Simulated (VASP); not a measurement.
Write the native input for VASP 6.6.1 that does the following.

```yaml
Task: single point
Functional: PBE
Potentials_or_basis: VASP PAW PBE potentials, release 64 (In_d)
Cutoff: 520 eV
k_mesh: 9 × 9 × 5
Occupations: fermi-dirac, width 0.05 eV
Spin: no spin polarisation
Dipole_correction: no
Further_INCAR_settings: ALGO = Fast; EDIFF = 1e-07; NBANDS = 20
```

The structure of In lies in POSCAR:

```
In
1.0
    3.3354847820      0.0000000000      0.0000000000
   -1.6677423910      2.8886145552      0.0000000000
    0.0000000000      0.0000000000      5.5091429200
In
2
Direct
    0.6700150000      0.3359070000      0.7490450000
    0.3203740000      0.6802210000      0.2562600000
```

This cell differs from its parent crystal: atoms moved at random.

These files were run (other wordings do the same):

INCAR

```
SYSTEM = In
ALGO     = Fast           ! electronic algorithm
EDIFF    = 1E-7           ! SCF threshold, eV
ENCUT    = 520            ! plane-wave cutoff, eV
GGA      = PE             ! functional
ISIF     = 2              ! what is computed and relaxed
ISMEAR   = -1             ! smearing method
LASPH    = .True.         ! aspherical terms in the spheres
LCHARG   = .False.        ! write CHGCAR
LREAL    = .False.        ! projectors in reciprocal space
LWAVE    = .False.        ! write WAVECAR
NBANDS   = 20             ! bands
NELM     = 100            ! most SCF steps
PREC     = Accurate       ! precision mode
SIGMA    = 0.05           ! smearing width, eV
```

KPOINTS

```
k-points
0
Gamma
  9 9 5
  0 0 0
```

Potentials or basis: VASP PAW PBE potentials, release 64 (In_d).

The run is started by

```sh
$ cat potpaw_PBE.64/In_d/POTCAR > POTCAR
$ mpirun -np 1 vasp_std > vasp.out
```

Results of the run:

```yaml
Pressure: 1.5 GPa
Largest_force: 0.115 eV/Å
Band_gap_on_the_k_mesh: zero (bands 13 and 14 overlap by 4.06 eV)
```

Caveat: the cell differs from its parent crystal (atoms moved at random); spin-orbit coupling is left out, which moves the levels of the heavy elements.

It took 12 min on 1 thread of AMD EPYC 7571, with other jobs on the host, peak memory 0.27 GiB.
